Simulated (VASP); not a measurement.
# BAs (F-43m) in VASP: notebook

BAs is run at these levels: revPBE+D4, PBE; tasks: single point.

All numbers are computed with VASP 6.6.1; they aren't measurements. Logs are shortened: lines on timing, memory, paths and dates and some standing lists are left out, and cuts for length are marked.

## Step 1: The cell of the first run

It takes space group F-43m (No. 216, cubic). The conventional cell has a = 4.728 Å, b = 4.728 Å, c = 4.728 Å, α = 90.00°, β = 90.00°, γ = 90.00°. As (site symmetry -43m) has 4 B at 2.05 Å within 2.7 Å. B (site symmetry -43m) has 4 As at 2.05 Å within 2.7 Å.

## Step 2: Single point, revPBE+D4

INCAR

```
PREC = Accurate ; ENCUT = 520
EDIFF = 1E-6 ; ISMEAR = -1
SIGMA = 0.05 ; LREAL = False
LASPH = True ; NELM = 100
ALGO = Normal ; ISIF = 2
LWAVE = False ; LCHARG = False
GGA = RE ; IVDW = 13
NBANDS = 11
```

KPOINTS

```
Automatic mesh
0
Gamma
  10 10 10
```

POSCAR

```
BAs
1.0
    0.0000000000      2.3639275265      2.3639275265
    2.3639275265      0.0000000000      2.3639275265
    2.3639275265      2.3639275265      0.0000000000
As B
1 1
Direct
    0.7500000000      0.7500000000      0.7500000000
    0.0000000000      0.0000000000      0.0000000000
```

Potentials or basis: VASP PAW PBE potentials, release 64 (As, B).

Started as:

```sh
cat potpaw_PBE.64/As/POTCAR potpaw_PBE.64/B/POTCAR > POTCAR
mpirun -np 1 vasp_std > vasp.out
```

OUTCAR:

```text
PREC = Accurate
   ENCUT = 520
   EDIFF = 1E-6
   ISMEAR = -1
   LREAL = False
   LASPH = True
   NELM = 100
   ISIF = 2
   GGA = RE
   IVDW = 13

 ion  position               nearest neighbor table
   1  0.750  0.750  0.750-   2 2.05   2 2.05   2 2.05   2 2.05
   2  0.000  0.000  0.000-   1 2.05   1 2.05   1 2.05   1 2.05

  LATTYP: Found a face centered cubic cell.
 ALAT       =     4.7278550530

  Lattice vectors:

 A1 = (   0.0000000000,   2.3639275265,   2.3639275265)
 A2 = (   2.3639275265,   0.0000000000,   2.3639275265)
 A3 = (   2.3639275265,   2.3639275265,   0.0000000000)

Analysis of symmetry for initial positions (statically):
=====================================================================
 Subroutine PRICEL returns:
 Original cell was already a primitive cell.

 Routine SETGRP: Setting up the symmetry group for a
 face centered cubic supercell.

 Subroutine GETGRP returns: Found 24 space group operations
 (whereof 24 operations were pure point group operations)
 out of a pool of 48 trial point group operations.

The static configuration has the point symmetry T_d .

Analysis of symmetry for dynamics (positions and initial velocities):
=====================================================================
 Subroutine PRICEL returns:
 Original cell was already a primitive cell.

 Routine SETGRP: Setting up the symmetry group for a
 face centered cubic supercell.

 Subroutine GETGRP returns: Found 24 space group operations
 (whereof 24 operations were pure point group operations)
 out of a pool of 48 trial point group operations.

The dynamic configuration has the point symmetry T_d .

 Subroutine INISYM returns: Found 24 space group operations
 (whereof 24 operations are pure point group operations),
 and found     1 'primitive' translations

----------------------------------------------------------------------------------------

                                     Primitive cell

  volume of cell :      26.4200

  direct lattice vectors                    reciprocal lattice vectors
     0.000000000  2.363927526  2.363927526    -0.211512407  0.211512407  0.211512407
     2.363927526  0.000000000  2.363927526     0.211512407 -0.211512407  0.211512407
     2.363927526  2.363927526  0.000000000     0.211512407  0.211512407 -0.211512407

  length of vectors
     3.343098368  3.343098368  3.343098368     0.366350235  0.366350235  0.366350235

  position of ions in fractional coordinates (direct lattice)
     0.750000000  0.750000000  0.750000000
     0.000000000  0.000000000  0.000000000

  ion indices of the primitive-cell ions
   primitive index   ion index
[... 85 lines left out ...]
   NELECT =       8.0000    total number of electrons
   NUPDOWN=      -1.0000    fix difference up-down
   EMIN   =  10.00;   EMAX   =-10.00  energy-range for DOS
   EFERMI =   0.00;   METHOD = LEGACY
   ISMEAR =    -1;   SIGMA  =   0.05  broadening in eV -4-tet -1-fermi 0-gaus
   EFERMI_NEDOS =   21; number of points for ismear=-14 and -15
   IALGO  =     38    algorithm
   IMIX   =      4    mixing-type and parameters
     AMIX     =   0.40;   BMIX     =  1.00
     AMIX_MAG =   1.60;   BMIX_MAG =  1.00
  volume/ion in A,a.u.               =      13.21        89.15
  Fermi-wavevector in a.u.,A,eV,Ry     =   1.099328  2.077429 16.442944  1.208522
  Thomas-Fermi vector in A             =   2.235721
   LORBIT       =      0    0 simple, 1 ext, 2 COOP (PROOUT), +10 PAW based schemes
   GGA     = RE    functional components
   LHFCALC =     F    Hartree Fock is set to
   AEXX    =    0.0000 exact exchange contribution
   IVDW    =    13    specifies the selected vdW correction
   LEPSILON=     F    determine dielectric tensor
   LRPA    =     F    only Hartree local field effects (RPA)
 non-spin polarized calculation
  energy-cutoff  :      520.00
  volume of cell :       26.42
 maximum number of plane-waves:       728
 NGX is ok and might be reduce to    28
   NGX = 13   NGY = 13   NGZ = 13

 number of electron       8.0000000 magnetization

 Free energy of the ion-electron system (eV)
  ---------------------------------------------------
  ext. energy  EPLUGINS =         0.00000000
  ---------------------------------------------------
  free energy    TOTEN  =       -10.80814823 eV

  energy without entropy =      -10.80814813  energy(sigma->0) =      -10.80814818

 E-fermi :   7.1155     XC(G=0): -10.6626

 val. band max:        6.5529412863   @ k =   0.0000   0.0000   0.0000
 cond. band min:       7.7128554768   @ k =   0.4000   0.4000   0.0000
 fundamental gap:      1.1599141905
 Fermi energy:         7.1155424783

 k-point     1 :       0.0000    0.0000    0.0000
  band No.  band energies     occupation
      1      -9.1426      2.00000
      2       6.5529      1.99997
      3       6.5529      1.99997
      4       6.5529      1.99997
      5       9.8666      0.00000
      6       9.8666      0.00000
      7       9.8666      0.00000
      8      11.6536      0.00000
      9      16.3875      0.00000
     10      19.5782      0.00000
     11      19.5782      0.00000
[... 309 lines left out ...]
 k-point    24 :       0.4000    0.3000    0.0000
  band No.  band energies     occupation
      1      -6.4084      2.00000
      2      -0.0072      2.00000
      3       2.4419      2.00000
      4       2.9471      2.00000
      5       8.2483      0.00000
      6       9.9771      0.00000
      7      15.6386      0.00000
      8      15.8486      0.00000
      9      18.9505      0.00000
     10      22.5943      0.00000
     11      22.8358      0.00000

 [... further k-points ...]

------------------------ aborting loop because EDIFF is reached ----------------------------------------

  DFT-D4 for vdW energy calculation

  Edisp (eV):   -1.45555

  FORCE on cell =-STRESS in cart. coord.  units (eV):
  Direction    XX          YY          ZZ          XY          YZ          ZX
  --------------------------------------------------------------------------------------
  -------------------------------------------------------------------------------------
  Total       0.12198     0.12198     0.12198    -0.00000     0.00000    -0.00000
  in kB       7.39700     7.39700     7.39700    -0.00000     0.00000    -0.00000
  external pressure =        7.40 kB  Pullay stress =        0.00 kB

 VOLUME and BASIS-vectors are now :
 -----------------------------------------------------------------------------
  energy-cutoff  :      520.00
  volume of cell :       26.42
      direct lattice vectors                 reciprocal lattice vectors
     0.000000000  2.363927526  2.363927526    -0.211512407  0.211512407  0.211512407
     2.363927526  0.000000000  2.363927526     0.211512407 -0.211512407  0.211512407
     2.363927526  2.363927526  0.000000000     0.211512407  0.211512407 -0.211512407

 POSITION                                       TOTAL-FORCE (eV/Angst)
 -----------------------------------------------------------------------------------
      3.54589      3.54589      3.54589        -0.000000     -0.000000      0.000000
      0.00000      0.00000      0.00000         0.000000      0.000000     -0.000000
 -----------------------------------------------------------------------------------
    total drift:                                0.000000      0.000000      0.000000

  FREE ENERGIE OF THE ION-ELECTRON SYSTEM (eV)
  ---------------------------------------------------
  free  energy   TOTEN  =       -12.2636963593 eV

  energy  without entropy=      -12.2636962585  energy(sigma->0) =      -12.26369631
```

stdout:

```text
POSCAR found type information on POSCAR AsB
 POSCAR found :  2 types and       2 ions
 scaLAPACK will be used
 -----------------------------------------------------------------------------
|                                                                             |
|                                                                             |
|     You enforced a specific xc type in the INCAR file but a different       |
|     I HOPE YOU KNOW WHAT YOU ARE DOING!                                     |
|                                                                             |
 -----------------------------------------------------------------------------

 LDA part: xc-table for (Slater+PW92), standard interpolation
 POSCAR, INCAR and KPOINTS ok, starting setup
 FFT: planning ... GRIDC
 FFT: planning ... GRID_SOFT
 FFT: planning ... GRID
 WAVECAR not read
 entering main loop
```

It took 9.9 s on 1 thread of Intel Xeon 6975P-C, shared host; peak memory 0.16 GiB.

Results:

```
Free energy                : -12.2637 eV
Pressure                   : 0.7 GPa
Band gap on the k mesh     : 1.16 eV, indirect (least direct gap 3.31 eV)
Dispersion energy per atom : -0.728 eV
```

Levels at points of the mesh, in eV from the valence-band top:
```tsv
k point	band 2	band 3	band 4	band 5	band 6	band 7
(0.00, 0.00, 0.00)	0.00	0.00	0.00	3.31	3.31	3.31
(0.50, 0.00, 0.00)	-9.03	-1.88	-1.88	2.89	4.82	4.82
(0.50, 0.50, 0.00)	-8.74	-4.22	-4.22	1.39	1.45	11.71
```

Caveat: the PAW data sets were made with another functional, which shifts forces and pressure a little.

## Step 3: Single point, PBE

This run uses another cell than the first one, of 13.63 Å³/atom, 1.032 times its volume.

INCAR

```
PREC = Accurate
ENCUT = 520
EDIFF = 1E-6
ISMEAR = 0
SIGMA = 0.015
LREAL = False
LASPH = True
NELM = 100
ALGO = Normal
ISIF = 2
LWAVE = False
LCHARG = False
GGA = PE
NBANDS = 11
```

KPOINTS is that of step 2.

POSCAR

```
BAs
1.0
    0.0000000000      2.3885000000      2.3885000000
    2.3885000000      0.0000000000      2.3885000000
    2.3885000000      2.3885000000      0.0000000000
As B
1 1
Direct
    0.7500000000      0.7500000000      0.7500000000
    0.0000000000      0.0000000000      0.0000000000
```

Potentials or basis: VASP PAW PBE potentials, release 64 (As, B).

Started as:

```sh
cat potpaw_PBE.64/As/POTCAR potpaw_PBE.64/B/POTCAR > POTCAR
mpirun -np 1 vasp_std > vasp.out
```

It took 8.6 s on 1 thread of Intel Xeon 6975P-C, shared host; peak memory 0.16 GiB.

It converged, with:

```yaml
Free_energy: -11.4064 eV
Pressure: 3.4 GPa
Band_gap_on_the_k_mesh: 1.18 eV, indirect (least direct gap 3.28 eV)
```

Levels at points of the mesh, in eV from the valence-band top:
| k point | band 1 | band 2 | band 3 | band 4 | band 5 | band 6 | band 7 | band 8 | band 9 |
| --- | --- | --- | --- | --- | --- | --- | --- | --- | --- |
| (0.00, 0.00, 0.00) | -15.40 | 0.00 | 0.00 | 0.00 | 3.28 | 3.28 | 3.28 | 4.69 | 9.58 |
| (0.50, 0.00, 0.00) | -12.53 | -8.79 | -1.82 | -1.82 | 2.69 | 4.78 | 4.78 | 8.86 | 12.72 |
| (0.50, 0.50, 0.00) | -11.21 | -8.53 | -4.08 | -4.08 | 1.43 | 1.44 | 11.37 | 11.37 | 12.86 |

A k mesh can miss the band edges.

## Step 4: Single point, PBE

This run uses another cell than the first one, of 13.63 Å³/atom, 1.032 times its volume.

INCAR

```
SYSTEM = BAs
PREC = Accurate ; ENCUT = 520
EDIFF = 1E-6 ; ISMEAR = 0
SIGMA = 0.014 ; LREAL = .FALSE.
LASPH = .TRUE. ; NELM = 60
ALGO = Normal ; ISIF = 2
LWAVE = .FALSE. ; LCHARG = .FALSE.
GGA = PE ; NBANDS = 11
```

KPOINTS

```
regular mesh
0
G
  10 10 10
  0 0 0
```

POSCAR is that of step 3.

Started as:

```sh
cat potpaw_PBE.64/As/POTCAR potpaw_PBE.64/B/POTCAR > POTCAR
mpirun -np 1 vasp_std > vasp.out
```

Run time: 9.5 s. Hardware: 1 thread of Intel Xeon 6975P-C, shared host; peak memory 0.16 GiB.

Results (log left out):

* Free energy: -11.4064 eV
* Pressure: 3.4 GPa
* Band gap on the k mesh: 1.18 eV, indirect (least direct gap 3.28 eV)

Levels at points of the mesh, in eV from the valence-band top:
```csv
k point,band 1,band 2,band 3,band 4,band 5,band 6,band 7,band 8,band 9
"(0.00, 0.00, 0.00)",-15.40,0.00,0.00,0.00,3.28,3.28,3.28,4.69,9.58
"(0.50, 0.00, 0.00)",-12.53,-8.79,-1.82,-1.82,2.69,4.78,4.78,8.86,12.72
"(0.50, 0.50, 0.00)",-11.21,-8.53,-4.08,-4.08,1.43,1.44,11.37,11.37,12.86
```

## Step 5: Summary

```csv
level,cell,smearing,gap on the mesh (eV),pressure (GPa)
revPBE+D4,"a = 3.343 Å, angles 60.0°, 2 atoms",fermi-dirac 0.05 eV,1.16,0.7
PBE,"a = 3.378 Å, angles 60.0°, 2 atoms",gaussian 0.015 eV,1.18,3.4
PBE,"a = 3.378 Å, angles 60.0°, 2 atoms",gaussian 0.014 eV,1.18,3.4
```

Alike in all rows: task single point; potentials or basis VASP PAW PBE potentials, release 64 (As, B); no spin polarisation; k mesh 10 × 10 × 10; cutoff (eV) 520.

Caveats: the PAW data sets were made with another functional, which shifts forces and pressure a little (some runs).

Total energies depend on the potentials used, so only differences within one code and one set of settings carry meaning.
